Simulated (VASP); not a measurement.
# KCl (ae) (Pm-3m) in VASP: notebook, part 4 of 4

VASP 6.6.1.

## 5. Single point, LDA

This run uses another cell than the first one, of 24.04 Å³/atom, 1.099 times its volume.

Input file INCAR:

```
SYSTEM = KCl
  ALGO = Normal
  EDIFF = 1E-6
  ENCUT = 500
  GGA_COMPAT = .False.
  ISIF = 2
  ISMEAR = 0
  LASPH = .True.
  LCHARG = .False.
  LREAL = .False.
  LWAVE = .False.
  NBANDS = 15
  NELM = 120
  PREC = Accurate
  SIGMA = 0.02
```

Input file KPOINTS:

```
k-points
0
Gamma
  6 6 6
  0 0 0
```

Input file POSCAR:

```
KCl
1.0
    3.6362142090      0.0000000000      0.0000000000
    0.0000000000      3.6362142090      0.0000000000
    0.0000000000      0.0000000000      3.6362142090
K Cl
1 1
Direct
    0.0000000000      0.0000000000      0.0000000000
    0.5000000000      0.5000000000      0.5000000000
```

Potentials or basis: VASP PAW LDA potentials, release 64 (K_sv, Cl).

Run with:

```
cat potpaw_LDA.64/K_sv/POTCAR potpaw_LDA.64/Cl/POTCAR > POTCAR
mpirun -np 1 vasp_std > vasp.out
```

OUTCAR:

```text
SYSTEM = KCl
   EDIFF = 1E-6
   ENCUT = 500
   ISIF = 2
   ISMEAR = 0
   LASPH = .True.
   LREAL = .False.
   NELM = 120
   PREC = Accurate

 ion  position               nearest neighbor table
   1  0.000  0.000  0.000-   2 3.15   2 3.15   2 3.15   2 3.15   2 3.15   2 3.15   2 3.15   2 3.15

   2  0.500  0.500  0.500-   1 3.15   1 3.15   1 3.15   1 3.15   1 3.15   1 3.15   1 3.15   1 3.15

  LATTYP: Found a simple cubic cell.
 ALAT       =     3.6362142090

  Lattice vectors:

 A1 = (   3.6362142090,   0.0000000000,   0.0000000000)
 A2 = (   0.0000000000,   3.6362142090,   0.0000000000)
 A3 = (   0.0000000000,   0.0000000000,   3.6362142090)

Analysis of symmetry for initial positions (statically):
=====================================================================
 Subroutine PRICEL returns:
 Original cell was already a primitive cell.

 Routine SETGRP: Setting up the symmetry group for a
 simple cubic supercell.

 Subroutine GETGRP returns: Found 48 space group operations
 (whereof 48 operations were pure point group operations)
 out of a pool of 48 trial point group operations.

The static configuration has the point symmetry O_h .

Analysis of symmetry for dynamics (positions and initial velocities):
=====================================================================
 Subroutine PRICEL returns:
 Original cell was already a primitive cell.

 Routine SETGRP: Setting up the symmetry group for a
 simple cubic supercell.

 Subroutine GETGRP returns: Found 48 space group operations
 (whereof 48 operations were pure point group operations)
 out of a pool of 48 trial point group operations.

The dynamic configuration has the point symmetry O_h .

 Subroutine INISYM returns: Found 48 space group operations
 (whereof 48 operations are pure point group operations),
 and found     1 'primitive' translations

----------------------------------------------------------------------------------------

                                     Primitive cell

  volume of cell :      48.0782

  direct lattice vectors                    reciprocal lattice vectors
     3.636214209  0.000000000  0.000000000     0.275011301  0.000000000  0.000000000
     0.000000000  3.636214209  0.000000000     0.000000000  0.275011301  0.000000000
     0.000000000  0.000000000  3.636214209     0.000000000  0.000000000  0.275011301

  length of vectors
     3.636214209  3.636214209  3.636214209     0.275011301  0.275011301  0.275011301

  position of ions in fractional coordinates (direct lattice)
     0.000000000  0.000000000  0.000000000
     0.500000000  0.500000000  0.500000000

  ion indices of the primitive-cell ions
   primitive index   ion index
                 1           1
                 2           2

----------------------------------------------------------------------------------------

 KPOINTS: k-points

Automatic generation of k-mesh.
 Grid dimensions read from file:
 generate k-points for:    6    6    6

 Generating k-lattice:

  Cartesian coordinates                     Fractional coordinates (reciprocal lattice)
     0.045835217  0.000000000  0.000000000     0.166666667  0.000000000  0.000000000
     0.000000000  0.045835217  0.000000000     0.000000000  0.166666667  0.000000000
     0.000000000  0.000000000  0.045835217     0.000000000  0.000000000  0.166666667

  Length of vectors
     0.045835217  0.045835217  0.045835217

  Shift w.r.t. Gamma in fractional coordinates (k-lattice)
     0.000000000  0.000000000  0.000000000

 Subroutine IBZKPT returns following result:
 ===========================================

 Found     20 irreducible k-points:

 Following reciprocal coordinates:
            Coordinates               Weight
  0.000000  0.000000  0.000000      1.000000
  0.166667  0.000000  0.000000      6.000000
  0.333333  0.000000  0.000000      6.000000
  0.500000  0.000000  0.000000      3.000000
  0.166667  0.166667  0.000000     12.000000
  0.333333  0.166667  0.000000     24.000000
[... 12 lines left out ...]
  0.500000  0.500000  0.333333      6.000000
  0.500000  0.500000  0.500000      1.000000
   k-points           NKPTS =     20   k-points in BZ     NKDIM =     20   number of bands    NBANDS=     15
   number of dos      NEDOS =    301   number of ions     NIONS =      2
   total plane-waves  NPLWV =  21952
   dimension x,y,z NGX =    28 NGY =   28 NGZ =   28
   dimension x,y,z NGXF=    56 NGYF=   56 NGZF=   56
   ions per type =               1   1
   NGX,Y,Z   is equivalent  to a cutoff of  12.80, 12.80, 12.80 a.u.
   NGXF,Y,Z  is equivalent  to a cutoff of  25.60, 25.60, 25.60 a.u.
 SYSTEM =  KCl
   PREC   = accura    normal or accurate (medium, high low for compatibility)
   ISTART =      0    job   : 0-new  1-cont  2-samecut
   ICHARG =      2    charge: 1-file 2-atom 10-const
   ISPIN  =      1    spin polarized calculation?
   LNONCOLLINEAR =      F non collinear calculations
   LSORBIT =      F    spin-orbit coupling
   LASPH  =      T    aspherical Exc in radial PAW
   ENCUT  =  500.0 eV  36.75 Ry    6.06 a.u.   6.63  6.63  6.63*2*pi/ulx,y,z
   NELM   =    120;   NELMIN=  2; NELMDL= -5     # of ELM steps
   EDIFF  = 0.1E-05   stopping-criterion for ELM
   LREAL  =      F    real-space projection
[... 7 lines left out ...]
   TEBEG  =    0.0;   TEEND  =   0.0 temperature during run
   PSTRESS=    0.0 pullay stress
   NELECT =      16.0000    total number of electrons
   NUPDOWN=      -1.0000    fix difference up-down
   EMIN   =  10.00;   EMAX   =-10.00  energy-range for DOS
   EFERMI =   0.00;   METHOD = LEGACY
   ISMEAR =     0;   SIGMA  =   0.02  broadening in eV -4-tet -1-fermi 0-gaus
   EFERMI_NEDOS =   21; number of points for ismear=-14 and -15
   IALGO  =     38    algorithm
   IMIX   =      4    mixing-type and parameters
     AMIX     =   0.40;   BMIX     =  1.00
     AMIX_MAG =   1.60;   BMIX_MAG =  1.00
  volume/ion in A,a.u.               =      24.04       162.22
  Fermi-wavevector in a.u.,A,eV,Ry     =   1.134485  2.143865 17.511458  1.287056
  Thomas-Fermi vector in A             =   2.271189
   LORBIT       =      0    0 simple, 1 ext, 2 COOP (PROOUT), +10 PAW based schemes
   GGA     = CA    functional components
   LHFCALC =     F    Hartree Fock is set to
   AEXX    =    0.0000 exact exchange contribution
   IVDW    =     0    specifies the selected vdW correction
   LEPSILON=     F    determine dielectric tensor
   LRPA    =     F    only Hartree local field effects (RPA)
 non-spin polarized calculation
 Gauss-broadening in eV      SIGMA  =   0.02
  energy-cutoff  :      500.00
  volume of cell :       48.08
 maximum number of plane-waves:      1233
 NGX is ok and might be reduce to    28
   NGX = 13   NGY = 13   NGZ = 13

 number of electron      16.0000001 magnetization

 Free energy of the ion-electron system (eV)
  ---------------------------------------------------
  ext. energy  EPLUGINS =         0.00000000
  ---------------------------------------------------
  free energy    TOTEN  =        -7.34795724 eV

  energy without entropy =       -7.34795724  energy(sigma->0) =       -7.34795724

 E-fermi :  -0.0802     XC(G=0):  -9.3446

 val. band max:       -0.1668221010   @ k =   0.5000   0.5000   0.0000
 cond. band min:       4.9594977701   @ k =   0.0000   0.0000   0.0000
 fundamental gap:      5.1263198711
 Fermi energy:        -0.0801833709

 k-point     1 :       0.0000    0.0000    0.0000
  band No.  band energies     occupation
      1     -27.6236      2.00000
      2     -13.0007      2.00000
      3     -11.2021      2.00000
      4     -11.2021      2.00000
      5     -11.2021      2.00000
      6      -0.4060      2.00000
      7      -0.4060      2.00000
      8      -0.4060      2.00000
      9       4.9595      0.00000
     10       5.8613      0.00000
     11       5.8613      0.00000
     12      10.7245      0.00000
     13      10.7245      0.00000
     14      10.7245      0.00000
     15      13.9671      0.00000
[... 325 lines left out ...]
 k-point    20 :       0.5000    0.5000    0.5000
  band No.  band energies     occupation
      1     -27.5086      2.00000
      2     -12.3698      2.00000
      3     -11.4884      2.00000
      4     -11.4884      2.00000
      5     -11.4884      2.00000
      6      -1.9789      2.00000
      7      -1.9789      2.00000
      8      -1.9789      2.00000
      9       8.8240      0.00000
     10       8.8240      0.00000
     11       8.8240      0.00000
     12      10.2432      0.00000
     13      10.2432      0.00000
     14      10.2432      0.00000
     15      12.7819      0.00000

------------------------ aborting loop because EDIFF is reached ----------------------------------------

  FORCE on cell =-STRESS in cart. coord.  units (eV):
  Direction    XX          YY          ZZ          XY          YZ          ZX
  --------------------------------------------------------------------------------------
  -------------------------------------------------------------------------------------
  Total        0.0260755      0.0260755      0.0260755      0.0000000     -0.0000000     -0.0000000
  in kB        0.8689509      0.8689509      0.8689509      0.0000000     -0.0000000     -0.0000000
  external PRESSURE =       0.8689509 kB  Pullay stress =       0.0000000 kB

 VOLUME and BASIS-vectors are now :
 -----------------------------------------------------------------------------
  energy-cutoff  :      500.00
  volume of cell :       48.08
      direct lattice vectors                 reciprocal lattice vectors
     3.636214209  0.000000000  0.000000000     0.275011301  0.000000000  0.000000000
     0.000000000  3.636214209  0.000000000     0.000000000  0.275011301  0.000000000
     0.000000000  0.000000000  3.636214209     0.000000000  0.000000000  0.275011301

 POSITION                                       TOTAL-FORCE (eV/Angst)
 -----------------------------------------------------------------------------------
      0.00000      0.00000      0.00000         0.000000      0.000000      0.000000
      1.81811      1.81811      1.81811         0.000000      0.000000      0.000000
 -----------------------------------------------------------------------------------
    total drift:                               -0.000000      0.000000      0.000000

  FREE ENERGIE OF THE ION-ELECTRON SYSTEM (eV)
  ---------------------------------------------------
  free  energy   TOTEN  =        -7.3479572386 eV

  energy  without entropy=       -7.3479572386  energy(sigma->0) =       -7.34795724
```

OSZICAR:

```text
N       E                     dE             d eps       ncg     rms          rms(c)
DAV:   1     0.106815389862E+03    0.10682E+03   -0.72957E+03   600   0.967E+02
DAV:   2    -0.213623144364E+01   -0.10895E+03   -0.10026E+03   822   0.258E+02
DAV:   3    -0.744330073584E+01   -0.53071E+01   -0.52787E+01   817   0.494E+01
DAV:   4    -0.761906933882E+01   -0.17577E+00   -0.17572E+00   867   0.868E+00
DAV:   5    -0.762046518032E+01   -0.13958E-02   -0.13958E-02   831   0.839E-01    0.386E+00
DAV:   6    -0.738620424706E+01    0.23426E+00   -0.22728E-01   726   0.337E+00    0.322E+00
DAV:   7    -0.735160312850E+01    0.34601E-01   -0.58965E-02   768   0.184E+00    0.182E+00
DAV:   8    -0.734809596968E+01    0.35072E-02   -0.15592E-02   840   0.930E-01    0.246E-01
DAV:   9    -0.734793671013E+01    0.15926E-03   -0.56998E-04   770   0.155E-01    0.919E-02
DAV:  10    -0.734795920335E+01   -0.22493E-04   -0.84090E-05   793   0.719E-02    0.288E-02
DAV:  11    -0.734795701457E+01    0.21888E-05   -0.10598E-05   831   0.224E-02    0.814E-03
DAV:  12    -0.734795723863E+01   -0.22405E-06   -0.32200E-07   545   0.555E-03
   1 F= -.73479572E+01 E0= -.73479572E+01  d E =-.110993E-11
```

stdout:

```text
POSCAR found type information on POSCAR K Cl
 POSCAR found :  2 types and       2 ions
 scaLAPACK will be used
 LDA part: xc-table for (Slater(with rela. corr.)+CA(PZ))
 , standard interpolation
 POSCAR, INCAR and KPOINTS ok, starting setup
 FFT: planning ... GRIDC
 FFT: planning ... GRID_SOFT
 FFT: planning ... GRID
 WAVECAR not read
 entering main loop
```

Wall time 13 s (1 thread of Intel Xeon Platinum 8259CL at 2.50GHz (Skylake/Cascade Lake), shared host); peak memory 0.14 GiB.

What came out:

- Free energy: -7.3480 eV
- Pressure: 0.1 GPa
- Band gap on the k mesh: 5.13 eV, indirect (least direct gap 5.37 eV)

## 6. The runs side by side

```csv
cell,gap on the mesh (eV),pressure (GPa)
"a = 3.524 Å, 2 atoms",5.68,3.6
"a = 3.599 Å, 2 atoms",5.29,1.1
"a = 3.562 Å, 2 atoms",5.48,2.2
"a = 3.636 Å, 2 atoms",5.13,0.1
```

Alike in all rows: task single point; level LDA; potentials or basis VASP PAW LDA potentials, release 64 (K_sv, Cl); no spin polarisation; k mesh 6 × 6 × 6; cutoff (eV) 500; smearing gaussian 0.02 eV.

Total energies depend on the potentials used, so only differences within one code and one set of settings carry meaning.
